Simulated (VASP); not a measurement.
A run of VASP 6.6.1 is set up as follows.

File INCAR:

```
PREC = Accurate ; ENCUT = 600
EDIFF = 1E-6 ; ISMEAR = 1
SIGMA = 0.1 ; LREAL = False
LASPH = True ; NELM = 80
ALGO = Normal ; ISIF = 3
LWAVE = False ; LCHARG = False
GGA = CA ; IBRION = 2
NSW = 90 ; EDIFFG = -0.01
KPAR = 4
```

File KPOINTS:

```
Automatic mesh
0
Gamma
  6 6 6
```

The input POSCAR:

```
Zn3Ir
1.0
    6.5209337200      0.0000000000      0.0000000000
    0.0000000000      6.5209337200      0.0000000000
    0.0000000000      0.0000000000      6.6128553000
Zn Ir
12 4
Direct
    0.0000000000      0.5000000000      0.5000000000
    0.5000000000      0.0000000000      0.0000000000
    0.5000000000      0.0000000000      0.5000000000
    0.0000000000      0.5000000000      0.0000000000
    0.3622358900      0.6377641100      0.2583727500
    0.6377641100      0.3622358900      0.2583727500
    0.1377641100      0.1377641100      0.7583727500
    0.8622358900      0.8622358900      0.7583727500
    0.6377641100      0.3622358900      0.7416272500
    0.3622358900      0.6377641100      0.7416272500
    0.8622358900      0.8622358900      0.2416272500
    0.1377641100      0.1377641100      0.2416272500
    0.1603035700      0.8396964300      0.5000000000
    0.8396964300      0.1603035700      0.5000000000
    0.3396964300      0.3396964300      0.0000000000
    0.6603035700      0.6603035700      0.0000000000
```

Potentials or basis: VASP PAW LDA potentials, release 64 (Zn, Ir).

Run with:

```sh
$ cat potpaw_LDA.64/Zn/POTCAR potpaw_LDA.64/Ir/POTCAR > POTCAR
$ mpirun -np 4 vasp_std > vasp.out
```

What does it give for the relaxed volume?

16.90 Å³/atom.

Estimate the band gap on the k mesh.

zero (bands 90 and 91 overlap by 0.90 eV).

Estimate the space group after relaxing (to 0.1 Å).

P4_2/mnm (No. 136).

Predict the relaxed cell.

a = 6.287 Å, b = 6.287 Å, c = 6.840 Å, α = 90.00°, β = 90.00°, γ = 90.00°.

Forces on the atoms (eV/Å):
```
Zn   0.000  0.000  0.000
Zn   0.000  0.000  0.000
Zn   0.000  0.000  0.000
Zn   0.000  0.000  0.000
Zn  -0.002  0.002 -0.007
Zn   0.002 -0.002 -0.007
Zn   0.002  0.002 -0.007
Zn  -0.002 -0.002 -0.007
Zn   0.002 -0.002  0.007
Zn  -0.002  0.002  0.007
Zn  -0.002 -0.002  0.007
Zn   0.002  0.002  0.007
Ir  -0.005  0.005  0.000
Ir   0.005 -0.005  0.000
Ir   0.005  0.005  0.000
Ir  -0.005 -0.005  0.000
```

Caveat: spin-orbit coupling is left out, which moves the levels of the heavy elements.
